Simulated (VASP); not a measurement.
# ScSi (Cmcm) in VASP: electric field gradients with LDA

Aim: the electric field gradients of ScSi with LDA.

All numbers are computed with VASP 6.6.1; they aren't measurements. Logs are shortened: lines on timing, memory, paths and dates and some standing lists are left out, and cuts for length are marked.

**1. The cell of the first run**

The structure is orthorhombic, space group Cmcm (No. 63). The conventional cell has a = 3.994 Å, b = 9.907 Å, c = 3.667 Å, α = 90.00°, β = 90.00°, γ = 90.00°. Sc (site symmetry m2m) has 7 Si at 2.77 to 2.95 Å and 8 Sc at 3.31 to 3.67 Å within 3.7 Å. Si (site symmetry m2m) has 2 Si at 2.43 Å and 7 Sc at 2.77 to 2.95 Å within 3.2 Å.

**2. Electric field gradients, LDA**

Input file INCAR:

```
SYSTEM = ScSi
PREC     = Accurate       ! precision mode
ENCUT    = 520            ! plane-wave cutoff, eV
EDIFF    = 1E-8           ! SCF threshold, eV
ISMEAR   = -1             ! smearing method
SIGMA    = 0.03           ! smearing width, eV
LREAL    = .False.        ! projectors in reciprocal space
LASPH    = .True.         ! aspherical terms in the spheres
NELM     = 80             ! most SCF steps
ALGO     = Normal         ! electronic algorithm
ISIF     = 2              ! what is computed and relaxed
LWAVE    = .False.        ! write WAVECAR
LCHARG   = .False.        ! write CHGCAR
LEFG     = .True.       
NBANDS   = 23             ! bands
```

Input file KPOINTS:

```
regular mesh
0
Gamma
  9 9 9
  0 0 0
```

Input file POSCAR:

```
ScSi
1.0
    1.9969585645     -4.9534918553      0.0000000000
    1.9969585645      4.9534918553      0.0000000000
    0.0000000000      0.0000000000      3.6674488900
Sc Si
2 2
Direct
    0.1392070300      0.8607929700      0.7500000000
    0.8607929700      0.1392070300      0.2500000000
    0.4194360600      0.5805639400      0.7500000000
    0.5805639400      0.4194360600      0.2500000000
```

Potentials or basis: VASP PAW LDA potentials, release 64 (Sc_sv, Si).

Command:

```bash
> cat potpaw_LDA.64/Sc_sv/POTCAR potpaw_LDA.64/Si/POTCAR > POTCAR
> mpirun -np 1 vasp_std > vasp.out
```

OUTCAR:

```text
SYSTEM = ScSi
   PREC = Accurate
   ENCUT = 520
   EDIFF = 1E-8
   ISMEAR = -1
   LREAL = .False.
   LASPH = .True.
   NELM = 80
   ISIF = 2

 ion  position               nearest neighbor table
   1  0.139  0.861  0.750-   4 2.77   4 2.77   4 2.77   4 2.77   3 2.78   3 2.95   3 2.95   2 3.31
                             2 3.31
   2  0.861  0.139  0.250-   3 2.77   3 2.77   3 2.77   3 2.77   4 2.78   4 2.95   4 2.95   1 3.31
                             1 3.31
   3  0.419  0.581  0.750-   4 2.43   4 2.43   2 2.77   2 2.77   2 2.77   2 2.77   1 2.78   1 2.95
                             1 2.95
   4  0.581  0.419  0.250-   3 2.43   3 2.43   1 2.77   1 2.77   1 2.77   1 2.77   2 2.78   2 2.95
                             2 2.95

  LATTYP: Found a base centered orthorhombic cell.
 ALAT       =     3.9939171290
 B/A-ratio  =     2.4805180955
 C/A-ratio  =     0.9182586347

  Lattice vectors:

 A1 = (   1.9969585645,  -4.9534918553,   0.0000000000)
 A2 = (   1.9969585645,   4.9534918553,   0.0000000000)
 A3 = (   0.0000000000,   0.0000000000,   3.6674488900)

Analysis of symmetry for initial positions (statically):
=====================================================================
 Subroutine PRICEL returns:
 Original cell was already a primitive cell.

 Routine SETGRP: Setting up the symmetry group for a
 base centered orthorhombic supercell.

 Subroutine GETGRP returns: Found  8 space group operations
 (whereof  4 operations were pure point group operations)
 out of a pool of  8 trial point group operations.

The static configuration has the point symmetry C_2h.
 The point group associated with its full space group is D_2h.

Analysis of symmetry for dynamics (positions and initial velocities):
=====================================================================
 Subroutine PRICEL returns:
 Original cell was already a primitive cell.

 Routine SETGRP: Setting up the symmetry group for a
 base centered orthorhombic supercell.

 Subroutine GETGRP returns: Found  8 space group operations
 (whereof  4 operations were pure point group operations)
 out of a pool of  8 trial point group operations.

The dynamic configuration has the point symmetry C_2h.
 The point group associated with its full space group is D_2h.

 Subroutine INISYM returns: Found  8 space group operations
 (whereof  4 operations are pure point group operations),
[... 146 lines left out ...]

 E-fermi :   6.2427     XC(G=0): -10.8582

 val. band max:        6.2394430327   @ k =   0.4444   0.4444   0.4444
 cond. band min:       6.2496881670   @ k =  -0.4444   0.3333   0.1111
 fundamental gap:      0.0102451343
 Fermi energy:         6.2426978936

 k-point     1 :       0.0000    0.0000    0.0000
  band No.  band energies     occupation
      1     -42.3753      2.00000
      2     -42.3370      2.00000
      3     -21.4737      2.00000
      4     -21.4013      2.00000
      5     -21.3656      2.00000
      6     -21.3558      2.00000
[... 613 lines left out ...]
     22       9.5021      0.00000
     23       9.5352      0.00000

 [... further k-points ...]

------------------------ aborting loop because EDIFF is reached ----------------------------------------

  FORCE on cell =-STRESS in cart. coord.  units (eV):
  Direction    XX          YY          ZZ          XY          YZ          ZX
  --------------------------------------------------------------------------------------
  -------------------------------------------------------------------------------------
  Total       -2.5539349     -2.3598430     -2.4594678      0.0000000      0.0000000      0.0000000
  in kB      -56.3956804    -52.1097650    -54.3096692      0.0000000      0.0000000      0.0000000
  external PRESSURE =     -54.2717049 kB  Pullay stress =       0.0000000 kB

 VOLUME and BASIS-vectors are now :
 -----------------------------------------------------------------------------
  energy-cutoff  :      520.00
  volume of cell :       72.56
      direct lattice vectors                 reciprocal lattice vectors
     1.996958565 -4.953491855  0.000000000     0.250380758 -0.100938896  0.000000000
     1.996958565  4.953491855  0.000000000     0.250380758  0.100938896  0.000000000
     0.000000000  0.000000000  3.667448890     0.000000000  0.000000000  0.272669103

 POSITION                                       TOTAL-FORCE (eV/Angst)
 -----------------------------------------------------------------------------------
      1.99696      3.57437      2.75059         0.000000      0.050320      0.000000
      1.99696     -3.57437      0.91686         0.000000     -0.050320     -0.000000
      1.99696      0.79815      2.75059         0.000000      0.074073      0.000000
      1.99696     -0.79815      0.91686         0.000000     -0.074073      0.000000
 -----------------------------------------------------------------------------------
    total drift:                                0.000000      0.000000      0.000000

  FREE ENERGIE OF THE ION-ELECTRON SYSTEM (eV)
  ---------------------------------------------------
  free  energy   TOTEN  =       -29.0007455076 eV

  energy  without entropy=      -28.9931716253  energy(sigma->0) =      -28.99695857

 Electric field gradients (V/A^2)
---------------------------------------------------------------------
 ion       V_xx      V_yy      V_zz      V_xy      V_xz      V_yz
---------------------------------------------------------------------
   1       7.755    -2.989    -4.766    -0.000    -0.000    -0.000
   2       7.755    -2.989    -4.766    -0.000     0.000    -0.000
   3     -20.194     3.809    16.386    -0.000    -0.000     0.000
   4     -20.194     3.809    16.386    -0.000    -0.000     0.000
---------------------------------------------------------------------

 Electric field gradients after diagonalization (V/A^2)
 (convention: |V_zz| > |V_xx| > |V_yy|)
----------------------------------------------------------------------
 ion       V_xx      V_yy      V_zz     asymmetry (V_yy - V_xx)/ V_zz
----------------------------------------------------------------------
   1      -4.766    -2.989     7.755       0.229
   2      -4.766    -2.989     7.755       0.229
   3      16.386     3.809   -20.194       0.623
   4      16.386     3.809   -20.194       0.623
----------------------------------------------------------------------

           NMR quadrupolar parameters

 Cq : quadrupolar parameter    Cq=e*Q*V_zz/h
 eta: asymmetry parameters     (V_yy - V_xx)/ V_zz
 Q  : nuclear electric quadrupole moment in mb (millibarn)
----------------------------------------------------------------------
 ion       Cq(MHz)       eta       Q (mb)
----------------------------------------------------------------------
   1       0.019       0.229       1.000
   2       0.019       0.229       1.000
   3      -0.049       0.623       1.000
   4      -0.049       0.623       1.000
----------------------------------------------------------------------
```

OSZICAR:

```text
N       E                     dE             d eps       ncg     rms          rms(c)
DAV:   1     0.401256256506E+03    0.40126E+03   -0.13361E+04  5830   0.133E+03
DAV:   2    -0.417299443561E+01   -0.40543E+03   -0.39535E+03  7542   0.514E+02
DAV:   3    -0.312572442077E+02   -0.27084E+02   -0.26030E+02  9430   0.161E+02
DAV:   4    -0.319703782922E+02   -0.71313E+00   -0.70607E+00  9557   0.218E+01
DAV:   5    -0.319811209432E+02   -0.10743E-01   -0.10727E-01  9016   0.361E+00    0.120E+01
DAV:   6    -0.291037207928E+02    0.28774E+01   -0.99204E+00  8772   0.297E+01    0.395E+00
DAV:   7    -0.290372826156E+02    0.66438E-01   -0.57494E-01 10156   0.629E+00    0.214E+00
DAV:   8    -0.290031127001E+02    0.34170E-01   -0.83417E-02  9177   0.224E+00    0.353E-01
DAV:   9    -0.290008260114E+02    0.22867E-02   -0.18481E-02  9068   0.127E+00    0.186E-01
DAV:  10    -0.290008143814E+02    0.11630E-04   -0.19021E-03  8623   0.507E-01    0.111E-01
DAV:  11    -0.290007681237E+02    0.46258E-04   -0.75088E-04  8604   0.287E-01    0.552E-02
DAV:  12    -0.290007456837E+02    0.22440E-04   -0.93155E-05  8588   0.107E-01    0.689E-03
DAV:  13    -0.290007455366E+02    0.14706E-06   -0.76658E-06 10330   0.241E-02    0.230E-03
DAV:  14    -0.290007455107E+02    0.25933E-07   -0.35507E-07  9505   0.586E-03    0.115E-03
DAV:  15    -0.290007455076E+02    0.31146E-08   -0.35148E-08  7527   0.317E-03
   1 F= -.29000746E+02 E0= -.28996959E+02  d E =-.757388E-02
```

Wall time 3.9 min (1 thread of Intel Xeon Platinum 8259CL at 2.50GHz (Skylake/Cascade Lake), shared host); peak memory 0.3 GiB.

Results:

* Free energy: -29.0007 eV
* Pressure: -5.4 GPa
* Largest force: 0.074 eV/Å
* Band gap on the k mesh: zero (band 15 reaches 6.82 eV, above the bottom of band 16 at 5.36 eV)

Forces in eV/Å, atoms in the order of the input:
```
Sc   0.000  0.050  0.000
Sc   0.000 -0.050  0.000
Si   0.000  0.074  0.000
Si   0.000 -0.074  0.000
```

Electric field gradients, principal values (V/Å²):
```
atom   least  middle  greatest (by size)
1 Sc  -2.989  -4.766               7.755
2 Sc  -2.989  -4.766               7.755
3 Si   3.809  16.386             -20.194
4 Si   3.809  16.386             -20.194
```

Caveat: without QUAD_EFG the Cq values of the log hold for a quadrupole moment of 1 mb, not for the nuclei.
